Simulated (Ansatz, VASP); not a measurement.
# Ga3O2 in VASP and in Ansatz

```
Ga O
1.0
     4.00870    0.00000    0.00000
     0.00000    4.00870    0.00000
     0.00000    0.00000    6.55510
Ga O
3 2
Cartesian
  2.0043 2.0043 3.2775
  0.0000 0.0000 1.6865
  0.0000 0.0000 4.8686
  0.0000 2.0043 3.2775
  2.0043 0.0000 3.2775
```

Alike in both runs: task single point; functional PBE; k mesh 4 × 4 × 4; occupations gaussian, width 0.1 eV; collinear spin.

```csv
,VASP,Ansatz
version,VASP 6.6.1,Ansatz 0.2.0
potentials or method,"VASP PAW PBE potentials, release 64 (Ga_d, O), cutoff 520 eV","scalar-relativistic, plane waves, PAW"
valence electrons in the cell,51,51
```

|  | VASP | Ansatz | Ansatz less VASP |
| --- | --- | --- | --- |
| gap on the k mesh at the Fermi level (eV) | none | none | - |
| pressure (GPa) | 0.2 | -0.1 | -0.23 |
| traceless stress, the component that is largest in VASP (GPa) | -0.04 | 0.19 | +0.230 |
| rms of the force components (eV/Å) | 0.003 | 0.001 | -0.0017 |
| net moment per atom (μB) | 0.00 | 0.00 | 0.000 |

Atom by atom the forces differ by 0.005 eV/Å (rms over components). A gap of «none» marks a metal or a gap that the smearing closes. Ansatz's warnings: seeded moment not kept.

The k mesh is coarse, so the values compare programs but aren't converged.
